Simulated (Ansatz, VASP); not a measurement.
# One calculation of C, two programs

The input POSCAR:

```
C
1.0
    2.5033890674      0.0000000000      0.0000000000
   -1.2516945337      2.1679985279      0.0000000000
    0.0000000000      0.0000000000      4.1271665148
C
4
Direct
    0.3333333333      0.6666666667     -0.0002547465
    0.6666666667      0.3333333333      0.4997452535
    0.3333333333      0.6666666667      0.3742547465
    0.6666666667      0.3333333333      0.8742547465
```

The input INCAR.step1:

```
SYSTEM = C
  PREC = Accurate
  ENCUT = 520
  ISMEAR = 0
  SIGMA = 0.02
  LREAL = .FALSE.
  LASPH = .TRUE.
  NELM = 80
  GGA = PE
  ALGO = Normal
  EDIFF = 1E-4
  LWAVE = .TRUE.
  LCHARG = .FALSE.
```

Contents of INCAR.step2:

```
SYSTEM = C
  PREC = Accurate
  ENCUT = 520
  EDIFF = 1E-7
  ISMEAR = 0
  SIGMA = 0.02
  LREAL = .FALSE.
  LASPH = .TRUE.
  NELM = 80
  ALGO = Normal
  ISIF = 2
  LWAVE = .FALSE.
  LCHARG = .FALSE.
  METAGGA = R2SCAN
  LMIXTAU = .TRUE.
  IBRION = 2
  NSW = 60
  EDIFFG = -0.002
  ISTART = 1
```

KPOINTS

```
regular mesh
0
G
  9 9 6
  0 0 0
```

Input for Ansatz:

```yaml
crystal:
  lattice:
    - [2.5033890673, 0.0, 0.0]
    - [-1.2516945337, 2.1679985279, 0.0]
    - [0.0, 0.0, 4.1271665172]
  atoms:
    - { symbol: C, position: [0.3333333333, 0.6666666667, -0.0002547464] }
    - { symbol: C, position: [0.6666666667, 0.3333333333, 0.4997452536] }
    - { symbol: C, position: [0.3333333333, 0.6666666667, 0.3742547464] }
    - { symbol: C, position: [0.6666666667, 0.3333333333, 0.8742547464] }
basis:
  ecutwfc: 500
kpoints:
  mp_grid: { grid: [9, 9, 6] }
hamiltonian:
  xc: r2scan
  pseudopotentials: { kind: paw, azcp: { folder: soft_1 } }
scf:
  occupations: { method: gaussian, width: 0.02 }
output:
  forces: true
  stress: true
  eigenvalues: true
relax:
  adjacent_minimum: "off"
  f_tol: 0.002
  max_steps: 40
```

Change from the starting cell: strained cell.

Alike in both runs: task relaxation of the atoms; functional r2SCAN; k mesh 9 × 9 × 6; occupations gaussian, width 0.02 eV; no spin polarisation.

|  | VASP | Ansatz |
| --- | --- | --- |
| version | VASP 6.6.1 | Ansatz 0.2.0 |
| potentials or method | VASP PAW PBE potentials, release 64 (C), cutoff 520 eV | scalar-relativistic, plane waves, PAW |
| valence electrons in the cell | 16 | 16 |

Ansatz gave:

* gap on the k mesh at the Fermi level, each at its own relaxed structure (eV): 3.57

**Question.** What did VASP give for the same quantities?

**Answer.** gap on the k mesh at the Fermi level, each at its own relaxed structure (eV): 3.53.

VASP's potentials were made for PBE, not for r2SCAN. Ansatz's warnings: stress scf threshold loose.
